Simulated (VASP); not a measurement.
CoSi2: electric field gradients with PBEsol

CoSi2:

```
Co Si
1.0
     0.02683    2.69591    2.69591
     2.69591    0.02683    2.69591
     2.69591    2.69591    0.02683
Co Si
1 2
Cartesian
  0.0000 0.0000 0.0000
  1.3547 1.3547 1.3547
  4.0640 4.0640 4.0640
```

This cell differs from its parent crystal: equal xy, yz and zx shear strains of +1 %.

| Quantity | Value |
| --- | --- |
| Program | VASP 6.6.1 |
| Task | electric field gradients |
| Functional | PBEsol |
| Potentials or basis | VASP PAW PBE potentials, release 64 (Co, Si) |
| Cutoff | 520 eV |
| k mesh | 11 × 11 × 11 |
| Occupations | fermi-dirac, width 0.05 eV |
| Spin | collinear spin, ferromagnetic start |
| Starting moments | [2.0, 0.0, 0.0] μB |
| Dipole correction | no |
| Further INCAR settings | ALGO = Normal; EDIFF = 1e-08; NBANDS = 20 |

```yaml
Pressure: -5.3 GPa
Largest_force: 0.140 eV/Å
Net_moment: 0.00 μB per cell
Largest_electric_field_gradient_by_atom: Co +7.2; Si +3.1 V/Å²
Valence_electrons_inside_the_program's_atomic_spheres: Co 8.85; Si 1.58
```

Forces in eV/Å, atoms in the order of the input:
```
Co   0.000  0.000  0.000
Si  -0.081 -0.081 -0.081
Si   0.081  0.081  0.081
```

Stress tensor (GPa, compression positive):
```
-5.26 -1.43 -1.43
-1.43 -5.26 -1.43
-1.43 -1.43 -5.26
```

Levels at points of the mesh, in eV from the Fermi level:
Spin up:
| k point | band 5 | band 6 | band 7 | band 8 | band 9 | band 10 | band 11 | band 12 | band 13 | band 14 |
| --- | --- | --- | --- | --- | --- | --- | --- | --- | --- | --- |
| (0.00, 0.00, 0.00) | -1.89 | -1.89 | 0.73 | 3.30 | 3.31 | 3.46 | 3.46 | 3.49 | 3.49 | 5.62 |
Spin down:
| k point | band 6 | band 7 | band 8 | band 9 | band 10 | band 11 | band 12 | band 13 |
| --- | --- | --- | --- | --- | --- | --- | --- | --- |
| (0.00, 0.00, 0.00) | -1.89 | 0.73 | 3.30 | 3.31 | 3.46 | 3.46 | 3.49 | 3.49 |

Electric field gradients, principal values (V/Å²):
| atom | least | middle | greatest (by size) |
| --- | --- | --- | --- |
| 1 Co | -3.578 | -3.578 | 7.156 |
| 2 Si | -1.545 | -1.545 | 3.091 |
| 3 Si | -1.545 | -1.545 | 3.091 |

Run time: 3.5 min on 1 thread of Intel(R) Xeon(R) Platinum 8259CL CPU @ 2.50GHz (Skylake/Cascade Lake) (shared host), peak memory 0.29 GiB.

Caveat: the cell differs from its parent crystal (equal xy, yz and zx shear strains of +1 %); the cell stands under tension; the moments typed at the start vanished in this run; without QUAD_EFG the Cq values of the log hold for a quadrupole moment of 1 mb, not for the nuclei; the PAW data sets were made with another functional, which shifts forces and pressure a little.
